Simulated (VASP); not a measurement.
Input of a VASP 6.6.1 run:

The input INCAR:

```
ALGO = Normal
EDIFF = 1E-8
ENCUT = 520
GGA = PE
ISIF = 2
ISMEAR = -1
LASPH = True
LCHARG = False
LEFG = True
LREAL = False
LWAVE = False
NBANDS = 16
NELM = 100
PREC = Accurate
SIGMA = 0.05
```

File KPOINTS:

```
k-points
0
Gamma
  15 15 15
```

File POSCAR:

```
ZnS
1.0
    0.0000000000      2.5517285525      2.5517285525
    2.5517285525      0.0000000000      2.5517285525
    2.5517285525      2.5517285525      0.0000000000
Zn S
1 1
Direct
    0.0000000000      0.0000000000      0.0000000000
    0.5000000000      0.5000000000      0.5000000000
```

Potentials or basis: VASP PAW PBE potentials, release 64 (Zn, S).

Launch:

```console
$ cat potpaw_PBE.64/Zn/POTCAR potpaw_PBE.64/S/POTCAR > POTCAR
$ mpirun -np 1 vasp_std > vasp.out
```

Q: Estimate the band gap on the k mesh.

A: Zero (band 9 reaches 3.80 eV, above the bottom of band 10 at 3.56 eV).

Q: Estimate the pressure.

A: 0.2 GPa.

Caveat: without QUAD_EFG the Cq values of the log hold for a quadrupole moment of 1 mb, not for the nuclei.
